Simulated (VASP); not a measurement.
# Tl (Pm-3m) in VASP: further runs

Tl is run at these levels: PBE; tasks: single point, relaxation of cell and atoms.

All numbers are computed with VASP 6.6.1; they aren't measurements. Logs are shortened: lines on timing, memory, paths and dates and some standing lists are left out, and cuts for length are marked.

## Step 1: The cell of the first run

The structure is cubic, space group Pm-3m (No. 221). Conventional cell: a = 3.253 Å, b = 3.253 Å, c = 3.253 Å, α = 90.00°, β = 90.00°, γ = 90.00°. Tl (site symmetry m-3m) has 6 Tl at 3.25 Å within 4.3 Å.

This isn't the form of Tl at room conditions, which is hcp.

## Step 2: Single point, PBE

Contents of INCAR:

```
ALGO = Normal
EDIFF = 1E-6
ENCUT = 520
GGA = PE
ISIF = 2
ISMEAR = -1
LASPH = T
LCHARG = F
LREAL = F
LWAVE = F
NBANDS = 12
NELM = 80
PREC = Accurate
SIGMA = 0.1
```

Contents of KPOINTS:

```
k-points
0
Gamma
  7 7 7
```

Contents of POSCAR:

```
Tl
1.0
    3.2532648369      0.0000000000      0.0000000000
    0.0000000000      3.2532648369      0.0000000000
    0.0000000000      0.0000000000      3.2532648369
Tl
1
Direct
    0.0000000000      0.0000000000      0.0000000000
```

Potentials or basis: VASP PAW PBE potentials, release 64 (Tl_d).

Command:

```console
$ cat potpaw_PBE.64/Tl_d/POTCAR > POTCAR
$ mpirun -np 1 vasp_std > vasp.out
```

OUTCAR:

```text
EDIFF = 1E-6
   ENCUT = 520
   GGA = PE
   ISIF = 2
   ISMEAR = -1
   LASPH = T
   LREAL = F
   NELM = 80
   PREC = Accurate

 ion  position               nearest neighbor table
   1  0.000  0.000  0.000-

  LATTYP: Found a simple cubic cell.
 ALAT       =     3.2532648369

  Lattice vectors:

 A1 = (   3.2532648369,   0.0000000000,   0.0000000000)
 A2 = (   0.0000000000,   3.2532648369,   0.0000000000)
 A3 = (   0.0000000000,   0.0000000000,   3.2532648369)

Analysis of symmetry for initial positions (statically):
=====================================================================
 Subroutine PRICEL returns:
 Original cell was already a primitive cell.

 Routine SETGRP: Setting up the symmetry group for a
 simple cubic supercell.

 Subroutine GETGRP returns: Found 48 space group operations
 (whereof 48 operations were pure point group operations)
 out of a pool of 48 trial point group operations.

The static configuration has the point symmetry O_h .

Analysis of symmetry for dynamics (positions and initial velocities):
=====================================================================
 Subroutine PRICEL returns:
 Original cell was already a primitive cell.

 Routine SETGRP: Setting up the symmetry group for a
 simple cubic supercell.

 Subroutine GETGRP returns: Found 48 space group operations
 (whereof 48 operations were pure point group operations)
 out of a pool of 48 trial point group operations.

The dynamic configuration has the point symmetry O_h .

 Subroutine INISYM returns: Found 48 space group operations
 (whereof 48 operations are pure point group operations),
 and found     1 'primitive' translations

----------------------------------------------------------------------------------------

                                     Primitive cell

  volume of cell :      34.4317

  direct lattice vectors                    reciprocal lattice vectors
     3.253264837  0.000000000  0.000000000     0.307383521  0.000000000  0.000000000
     0.000000000  3.253264837  0.000000000     0.000000000  0.307383521  0.000000000
     0.000000000  0.000000000  3.253264837     0.000000000  0.000000000  0.307383521

  length of vectors
     3.253264837  3.253264837  3.253264837     0.307383521  0.307383521  0.307383521

  position of ions in fractional coordinates (direct lattice)
     0.000000000  0.000000000  0.000000000

  ion indices of the primitive-cell ions
   primitive index   ion index
                 1           1

----------------------------------------------------------------------------------------

 KPOINTS: k-points

Automatic generation of k-mesh.
 Grid dimensions read from file:
 generate k-points for:    7    7    7

 Generating k-lattice:

  Cartesian coordinates                     Fractional coordinates (reciprocal lattice)
     0.043911932  0.000000000  0.000000000     0.142857143  0.000000000  0.000000000
     0.000000000  0.043911932  0.000000000     0.000000000  0.142857143  0.000000000
     0.000000000  0.000000000  0.043911932     0.000000000  0.000000000  0.142857143

  Length of vectors
     0.043911932  0.043911932  0.043911932

  Shift w.r.t. Gamma in fractional coordinates (k-lattice)
     0.000000000  0.000000000  0.000000000

 Subroutine IBZKPT returns following result:
 ===========================================

 Found     20 irreducible k-points:

 Following reciprocal coordinates:
            Coordinates               Weight
  0.000000  0.000000  0.000000      1.000000
  0.142857  0.000000  0.000000      6.000000
  0.285714  0.000000  0.000000      6.000000
  0.428571  0.000000  0.000000      6.000000
  0.142857  0.142857  0.000000     12.000000
  0.285714  0.142857  0.000000     24.000000
[... 12 lines left out ...]
  0.428571  0.428571  0.285714     24.000000
  0.428571  0.428571  0.428571      8.000000
   k-points           NKPTS =     20   k-points in BZ     NKDIM =     20   number of bands    NBANDS=     12
   number of dos      NEDOS =    301   number of ions     NIONS =      1
   total plane-waves  NPLWV =  13824
   dimension x,y,z NGX =    24 NGY =   24 NGZ =   24
   dimension x,y,z NGXF=    48 NGYF=   48 NGZF=   48
   ions per type =               1
   NGX,Y,Z   is equivalent  to a cutoff of  12.26, 12.26, 12.26 a.u.
   NGXF,Y,Z  is equivalent  to a cutoff of  24.53, 24.53, 24.53 a.u.
 SYSTEM =  unknown system
   PREC   = accura    normal or accurate (medium, high low for compatibility)
   ISTART =      0    job   : 0-new  1-cont  2-samecut
   ICHARG =      2    charge: 1-file 2-atom 10-const
   ISPIN  =      1    spin polarized calculation?
   LNONCOLLINEAR =      F non collinear calculations
   LSORBIT =      F    spin-orbit coupling
   LASPH  =      T    aspherical Exc in radial PAW
   ENCUT  =  520.0 eV  38.22 Ry    6.18 a.u.   6.05  6.05  6.05*2*pi/ulx,y,z
   NELM   =     80;   NELMIN=  2; NELMDL= -5     # of ELM steps
   EDIFF  = 0.1E-05   stopping-criterion for ELM
   LREAL  =      F    real-space projection
   EDIFFG = 0.1E-04   stopping-criterion for IOM
   NSW    =      0    number of steps for IOM
   IBRION =     -1    ionic relax: 0-MD 1-quasi-New 2-CG
   NFREE  =      0    steps in history (QN), initial steepest desc. (CG)
   ISIF   =      2    stress and relaxation
   ISYM   =      2    0-nonsym 1-usesym 2-fastsym
   POTIM  = 0.5000    time-step for ionic-motion
   TEBEG  =    0.0;   TEEND  =   0.0 temperature during run
   PSTRESS=    0.0 pullay stress
   NELECT =      13.0000    total number of electrons
   NUPDOWN=      -1.0000    fix difference up-down
   EMIN   =  10.00;   EMAX   =-10.00  energy-range for DOS
   EFERMI =   0.00;   METHOD = LEGACY
   ISMEAR =    -1;   SIGMA  =   0.10  broadening in eV -4-tet -1-fermi 0-gaus
   EFERMI_NEDOS =   21; number of points for ismear=-14 and -15
   IALGO  =     38    algorithm
   IMIX   =      4    mixing-type and parameters
     AMIX     =   0.40;   BMIX     =  1.00
     AMIX_MAG =   1.60;   BMIX_MAG =  1.00
  volume/ion in A,a.u.               =      34.43       232.36
  Fermi-wavevector in a.u.,A,eV,Ry     =   1.183232  2.235984 19.048669  1.400038
  Thomas-Fermi vector in A             =   2.319470
   LORBIT       =      0    0 simple, 1 ext, 2 COOP (PROOUT), +10 PAW based schemes
   GGA     = PE    functional components
   LHFCALC =     F    Hartree Fock is set to
   AEXX    =    0.0000 exact exchange contribution
   IVDW    =     0    specifies the selected vdW correction
   LEPSILON=     F    determine dielectric tensor
   LRPA    =     F    only Hartree local field effects (RPA)
 non-spin polarized calculation
  energy-cutoff  :      520.00
  volume of cell :       34.43
 maximum number of plane-waves:       940
   NGX = 13   NGY = 13   NGZ = 13

 number of electron      12.9999997 magnetization

 Free energy of the ion-electron system (eV)
  ---------------------------------------------------
  ext. energy  EPLUGINS =         0.00000000
  ---------------------------------------------------
  free energy    TOTEN  =        -2.09871701 eV

  energy without entropy =       -2.06815772  energy(sigma->0) =       -2.08343737

 E-fermi :   5.0084     XC(G=0):  -9.2040

 val. band max:        5.0054654341   @ k =   0.4286   0.2857   0.2857
 cond. band min:       5.0402224535   @ k =   0.4286   0.4286   0.1429
 fundamental gap:      0.0347570193
 Fermi energy:         5.0083973891

 k-point     1 :       0.0000    0.0000    0.0000
  band No.  band energies     occupation
      1      -7.2171      2.00000
      2      -7.2171      2.00000
      3      -6.3551      2.00000
      4      -6.3551      2.00000
      5      -6.3551      2.00000
      6      -4.3862      2.00000
      7      11.3227      0.00000
      8      11.3227      0.00000
      9      11.3227      0.00000
     10      13.9595      0.00000
     11      15.6662      0.00000
     12      15.6662      0.00000

 k-point     2 :       0.1429    0.0000    0.0000
  band No.  band energies     occupation
      1      -7.2064      2.00000
      2      -7.1091      2.00000
      3      -6.4024      2.00000
      4      -6.4024      2.00000
      5      -6.3511      2.00000
      6      -4.0832      2.00000
      7       8.6535      0.00000
      8      11.6813      0.00000
      9      11.6813      0.00000
     10      14.6794      0.00000
     11      15.7637      0.00000
     12      18.1926      0.00000

 k-point     3 :       0.2857    0.0000    0.0000
  band No.  band energies     occupation
      1      -7.1824      2.00000
      2      -6.8890      2.00000
      3      -6.5065      2.00000
      4      -6.5065      2.00000
      5      -6.3421      2.00000
      6      -3.1537      2.00000
      7       5.2604      0.14889
      8      12.6330      0.00000
      9      12.6330      0.00000
     10      15.2848      0.00000
     11      16.0453      0.00000
     12      20.4772      0.00000
[... 226 lines left out ...]
 k-point    19 :       0.4286    0.4286    0.2857
  band No.  band energies     occupation
      1      -6.9084      2.00000
      2      -6.7744      2.00000
      3      -6.7709      2.00000
      4      -6.4315      2.00000
      5      -6.1489      2.00000
      6       1.4883      2.00000
      7       5.9033      0.00026
      8       6.0786      0.00004
      9       9.8466      0.00000
     10      10.8785      0.00000
     11      14.1960      0.00000
     12      14.5939      0.00000

 k-point    20 :       0.4286    0.4286    0.4286
  band No.  band energies     occupation
      1      -6.8904      2.00000
      2      -6.8830      2.00000
      3      -6.8830      2.00000
      4      -6.1424      2.00000
      5      -6.1424      2.00000
      6       2.6947      2.00000
      7       6.8237      0.00000
      8       6.8237      0.00000
      9       7.2375      0.00000
     10      11.4185      0.00000
     11      12.8389      0.00000
     12      12.8389      0.00000

------------------------ aborting loop because EDIFF is reached ----------------------------------------

  FORCE on cell =-STRESS in cart. coord.  units (eV):
  Direction    XX          YY          ZZ          XY          YZ          ZX
  --------------------------------------------------------------------------------------
  -------------------------------------------------------------------------------------
  Total       -0.0104668     -0.0104668     -0.0104668     -0.0000000     -0.0000000     -0.0000000
  in kB       -0.4870441     -0.4870441     -0.4870441     -0.0000000     -0.0000000     -0.0000000
  external PRESSURE =      -0.4870441 kB  Pullay stress =       0.0000000 kB

 VOLUME and BASIS-vectors are now :
 -----------------------------------------------------------------------------
  energy-cutoff  :      520.00
  volume of cell :       34.43
      direct lattice vectors                 reciprocal lattice vectors
     3.253264837  0.000000000  0.000000000     0.307383521  0.000000000  0.000000000
     0.000000000  3.253264837  0.000000000     0.000000000  0.307383521  0.000000000
     0.000000000  0.000000000  3.253264837     0.000000000  0.000000000  0.307383521

 POSITION                                       TOTAL-FORCE (eV/Angst)
 -----------------------------------------------------------------------------------
      0.00000      0.00000      0.00000         0.000000      0.000000      0.000000
 -----------------------------------------------------------------------------------
    total drift:                                0.000000     -0.000000      0.000000

  FREE ENERGIE OF THE ION-ELECTRON SYSTEM (eV)
  ---------------------------------------------------
  free  energy   TOTEN  =        -2.0987170136 eV

  energy  without entropy=       -2.0681577193  energy(sigma->0) =       -2.08343737
```

Wall time 6.4 s (1 thread of Intel Xeon 8259CL, shared host); peak memory 0.13 GiB.

What came out:

| Quantity | Value |
| --- | --- |
| Free energy | -2.0987 eV |
| Pressure | 0.0 GPa |
| Band gap on the k mesh | zero (an odd number of electrons rules out a gap without spin polarisation) |

Caveat: spin-orbit coupling is left out, which moves the levels of the heavy elements.

## Step 3: Relaxation of cell and atoms, PBE

This run uses another cell than the first one, of 31.55 Å³/atom.

Contents of INCAR:

```
ALGO = Normal
EDIFF = 1E-7
EDIFFG = -0.02
ENCUT = 600
GGA = PE
IBRION = 2
ISIF = 3
ISMEAR = -1
LASPH = T
LCHARG = F
LREAL = F
LWAVE = F
NELM = 80
NSW = 80
PREC = Accurate
SIGMA = 0.1
```

KPOINTS is that of step 2.

Contents of POSCAR:

```
Tl
1.0
    3.1600000000      0.0000000000      0.0000000000
    0.0000000000      3.1600000000      0.0000000000
    0.0000000000      0.0000000000      3.1600000000
Tl
1
Direct
    0.0000000000      0.0000000000      0.0000000000
```

Potentials or basis: VASP PAW PBE potentials, release 64 (Tl_d).

Command:

```console
$ cat potpaw_PBE.64/Tl_d/POTCAR > POTCAR
$ mpirun -np 1 vasp_std > vasp.out
```

OUTCAR:

```text
EDIFF = 1E-7
   EDIFFG = -0.02
   ENCUT = 600
   GGA = PE
   IBRION = 2
   ISIF = 3
   ISMEAR = -1
   LASPH = T
   LREAL = F
   NELM = 80
   NSW = 80
   PREC = Accurate

 ion  position               nearest neighbor table
   1  0.000  0.000  0.000-

  LATTYP: Found a simple cubic cell.
 ALAT       =     3.1600000000

  Lattice vectors:

 A1 = (   3.1600000000,   0.0000000000,   0.0000000000)
 A2 = (   0.0000000000,   3.1600000000,   0.0000000000)
 A3 = (   0.0000000000,   0.0000000000,   3.1600000000)

Analysis of symmetry for initial positions (statically):
=====================================================================
 Subroutine PRICEL returns:
 Original cell was already a primitive cell.

 Routine SETGRP: Setting up the symmetry group for a
 simple cubic supercell.

 Subroutine GETGRP returns: Found 48 space group operations
 (whereof 48 operations were pure point group operations)
 out of a pool of 48 trial point group operations.

The static configuration has the point symmetry O_h .

Analysis of symmetry for dynamics (positions and initial velocities):
=====================================================================
 Subroutine PRICEL returns:
 Original cell was already a primitive cell.

 Routine SETGRP: Setting up the symmetry group for a
 simple cubic supercell.

[... 153 lines left out ...]
  -------------------------------------------------------------------------------------
  Total        0.4583875      0.4583875      0.4583875     -0.0000000     -0.0000000     -0.0000000
  in kB       23.2745933     23.2745933     23.2745933     -0.0000000     -0.0000000     -0.0000000
  external PRESSURE =      23.2745933 kB  Pullay stress =       0.0000000 kB
[... 22 lines left out ...]
--------------------------------------- Ionic step        2  -------------------------------------------

 number of electron      12.9999999 magnetization

 E-fermi :   5.1896     XC(G=0):  -9.3047

 val. band max:        5.1859013372   @ k =   0.4286   0.2857   0.2857
 cond. band min:       5.2133642453   @ k =   0.4286   0.4286   0.1429
 fundamental gap:      0.0274629081
 Fermi energy:         5.1895985208

 k-point     1 :       0.0000    0.0000    0.0000
  band No.  band energies     occupation
      1      -7.0732      2.00000
      2      -7.0732      2.00000
      3      -6.1643      2.00000
      4      -6.1643      2.00000
      5      -6.1643      2.00000
      6      -4.3177      2.00000
      7      11.6074      0.00000
      8      11.6074      0.00000
      9      11.6074      0.00000
     10      14.3199      0.00000
[... 279 lines left out ...]
--------------------------------------- Ionic step        3  -------------------------------------------

 number of electron      12.9999996 magnetization

 Free energy of the ion-electron system (eV)
  ---------------------------------------------------
  ext. energy  EPLUGINS =         0.00000000
  ---------------------------------------------------
  free energy    TOTEN  =        -2.09800089 eV

  energy without entropy =       -2.06738799  energy(sigma->0) =       -2.08269444

 E-fermi :   4.9903     XC(G=0):  -9.1939

 val. band max:        4.9874568188   @ k =   0.4286   0.2857   0.2857
 cond. band min:       5.0229099611   @ k =   0.4286   0.4286   0.1429
 fundamental gap:      0.0354531423
 Fermi energy:         4.9902981693

 k-point     1 :       0.0000    0.0000    0.0000
  band No.  band energies     occupation
      1      -7.2318      2.00000
      2      -7.2318      2.00000
      3      -6.3744      2.00000
      4      -6.3744      2.00000
      5      -6.3744      2.00000
      6      -4.3932      2.00000
      7      11.2941      0.00000
      8      11.2941      0.00000
      9      11.2941      0.00000
     10      13.9235      0.00000
[... 273 lines left out ...]
  FREE ENERGIE OF THE ION-ELECTRON SYSTEM (eV)
  ---------------------------------------------------
  free  energy   TOTEN  =        -2.0980008869 eV

  energy  without entropy=       -2.0673879878  energy(sigma->0) =       -2.08269444

 reached required accuracy - stopping structural energy minimisation
```

OSZICAR:

```text
N       E                     dE             d eps       ncg     rms          rms(c)
DAV:   1     0.554659830475E+02    0.55466E+02   -0.74611E+03   408   0.127E+03
DAV:   2    -0.155209221159E+01   -0.57018E+02   -0.56589E+02   426   0.244E+02
DAV:   3    -0.209890026624E+01   -0.54681E+00   -0.54448E+00   464   0.232E+01
[... 23 lines left out ...]
DAV:   4    -0.209802011527E+01    0.38623E-03   -0.86567E-04   410   0.254E-01    0.334E-02
DAV:   5    -0.209800633784E+01    0.13777E-04   -0.24688E-04   424   0.160E-01    0.166E-02
DAV:   6    -0.209800105361E+01    0.52842E-05   -0.16853E-05   414   0.433E-02    0.146E-03
DAV:   7    -0.209800092407E+01    0.12955E-06   -0.40123E-07   414   0.655E-03    0.734E-04
DAV:   8    -0.209800088687E+01    0.37197E-07   -0.27775E-08   258   0.148E-03
   3 F= -.20980009E+01 E0= -.20826944E+01  d E =-.188833E-01
```

CONTCAR:

```text
Tl
   1.00000000000000
     3.2556387153234287    0.0000000000000000   -0.0000000000000000
    -0.0000000000000000    3.2556387153234287    0.0000000000000000
    -0.0000000000000000   -0.0000000000000000    3.2556387153234287
  Tl
     1
Direct
     0.0000000000000000    0.0000000000000000    0.0000000000000000

  0.00000000E+00  0.00000000E+00  0.00000000E+00
```

Run time: 34 s. Hardware: 1 thread of Intel Xeon 8259CL, shared host; peak memory 0.16 GiB.

Results:

- Free energy: -2.0980 eV
- Relaxed volume: 34.51 Å³/atom
- Relaxed cell: a = 3.256 Å, b = 3.256 Å, c = 3.256 Å, α = 90.00°, β = 90.00°, γ = 90.00°
- Space group after relaxing (to 0.1 Å): Pm-3m (No. 221)
- Energy gained by relaxing: 18.9 meV/atom
- Ionic steps: 3
- Pressure after relaxing: -0.1 GPa
- Band gap on the k mesh: zero (an odd number of electrons rules out a gap without spin polarisation)

Step by step:
```
step  energy change (eV)  largest force (eV/Å)  pressure (GPa)  volume (Å³)
   1              0.0000                0.0000            2.33        31.55
   2             -0.0179                0.0000            0.48        33.69
   3             -0.0189                0.0000           -0.07        34.51
```

Final structure:
```cif
data_structure
_symmetry_space_group_name_H-M 'P 1'
_symmetry_Int_Tables_number 1
_cell_length_a 3.2556
_cell_length_b 3.2556
_cell_length_c 3.2556
_cell_angle_alpha 90.000
_cell_angle_beta 90.000
_cell_angle_gamma 90.000
_cell_volume 34.51
loop_
_atom_site_label
_atom_site_type_symbol
_atom_site_fract_x
_atom_site_fract_y
_atom_site_fract_z
_atom_site_occupancy
Tl1 Tl 0.00000 0.00000 0.00000 1
```

Caveat: spin-orbit coupling is left out, which moves the levels of the heavy elements.

(Part 1 of 2 ends here.)
